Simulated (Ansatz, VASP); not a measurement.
Si5Ge in VASP and in Ansatz

```xyz
6
Lattice="3.8731 0.0000 0.0000 -1.9366 3.3542 0.0000 0.0000 0.0000 9.4848" Properties=species:S:1:pos:R:3 pbc="T T T"
Si    0.0000    0.0000   -0.0308
Si    1.9366    1.1181    6.3219
Si    0.0000    2.2361    3.1933
Si    1.9366    1.1181    8.6815
Si    0.0000    2.2361    5.5451
Ge    0.0000    0.0000    2.3723
```

Alike in both runs: task single point; functional PBE; k mesh 6 × 6 × 2; occupations fermi-dirac, width 0.2 eV; no spin polarisation.

```csv
,VASP,Ansatz
version,VASP 6.6.1,Ansatz 0.2.0
potentials or method,"VASP PAW PBE potentials, release 64 (Si, Ge_d)",plane waves
plane-wave cutoff (eV),500,420
valence electrons in the cell,34,34
```

Ansatz gave:

| Property | Result |
| --- | --- |
| pressure (GPa) | 1.6 |
| traceless stress, the component that is largest in VASP (GPa) | -0.26 |
| rms of the force components (eV/Å) | 0.035 |

Task: Estimate VASP's values.

Result: Pressure (GPa): 1.5; traceless stress, the component that is largest in VASP (GPa): -0.25; rms of the force components (eV/Å): 0.034.

Atom by atom the forces differ by 0.001 eV/Å (rms over components).
